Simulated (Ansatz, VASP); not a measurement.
**Al5P2: VASP beside Ansatz**

```
Al P
1.0
     3.79450   -0.00002    0.00145
     0.00000    3.79615   -0.00105
     0.00363   -0.00367   10.05959
Al P
5 2
Direct
  0.00006 0.00001 0.99997
  0.50081 0.50025 0.71576
  0.50005 0.50060 0.28421
  0.49930 0.99962 0.52266
  0.99947 0.49938 0.47739
  0.49980 0.00034 0.14143
  0.00050 0.49980 0.85857
```

Change from the starting cell: cell x1, atoms moved at random (sigma 0.05 Å) and cell strained at random (1.5 %), then relaxed without symmetry.

Alike in both runs: functional PBE; k mesh 6 × 6 × 2; occupations gaussian, width 0.2 eV; no spin polarisation.

Ansatz relaxed the structure, and its values are those at the end. VASP's run is a single point on that final structure, the one shown.

|  | VASP | Ansatz |
| --- | --- | --- |
| version | VASP 6.6.1 | Ansatz 0.2.0 |
| potentials or method | VASP PAW PBE potentials, release 64 (Al, P), cutoff 520 eV | scalar-relativistic, plane waves, PAW |
| valence electrons in the cell | 25 | 25 |

```csv
,VASP,Ansatz,Ansatz less VASP
gap on the k mesh at the Fermi level (eV),none,none,-
pressure (GPa),0.0,0.0,+0.07
rms of the force components (eV/Å),0.005,0.004,-0.0014
```

A gap of «none» marks a metal or a gap that the smearing closes.
